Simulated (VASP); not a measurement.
Wanted: the native input for a VASP 6.6.1 run.

```
Task                   : single point
Functional             : LDA
Potentials or basis    : VASP PAW LDA potentials, release 64 (Ge_d)
Cutoff                 : 520 eV
k mesh                 : 9 × 9 × 9
Occupations            : gaussian, width 0.15 eV
Spin                   : no spin polarisation
Dipole correction      : no
Further INCAR settings : ALGO = Fast; EDIFF = 1e-06; NBANDS = 66
```

The structure of Ge lies in POSCAR:

```
Ge
1.0
    4.9777000000      2.8738764349      1.8896000000
   -4.9777000000      2.8738764349      1.8896000000
    0.0000000000     -5.7477528699      1.8896000000
Ge
8
Direct
    0.7160372198      0.7160372198      0.7160372198
    0.2839627802      0.2839627802      0.2839627802
    0.0289443365      0.7253625346      0.5322921793
    0.5322921793      0.0289443365      0.7253625346
    0.7253625346      0.5322921793      0.0289443365
    0.9710556635      0.2746374654      0.4677078207
    0.4677078207      0.9710556635      0.2746374654
    0.2746374654      0.4677078207      0.9710556635
```

One way to write it, as run:

INCAR

```
SYSTEM = Ge
PREC = Accurate
ENCUT = 520
EDIFF = 1E-6
ISMEAR = 0
SIGMA = 0.15
LREAL = .FALSE.
LASPH = .TRUE.
NELM = 60
ALGO = Fast
ISIF = 2
LWAVE = .FALSE.
LCHARG = .FALSE.
GGA = CA
NBANDS = 66
```

KPOINTS

```
regular mesh
0
G
  9 9 9
  0 0 0
```

Potentials or basis: VASP PAW LDA potentials, release 64 (Ge_d).

The run is started by

```bash
$ cat potpaw_LDA.64/Ge_d/POTCAR > POTCAR
$ mpirun -np 1 vasp_std > vasp.out
```

Results of the run:

```json
{
 "Pressure": "-0.9 GPa",
 "Largest force": "0.433 eV/Å",
 "Band gap on the k mesh": "zero (bands 56 and 57 overlap by 0.39 eV)"
}
```

Caveat: semilocal functionals underestimate gaps, so a narrow gap can read as zero.

Wall time 57 min on 1 thread of Oxide Virtual Turin-like Processor, with other jobs on the host, peak memory 0.83 GiB.
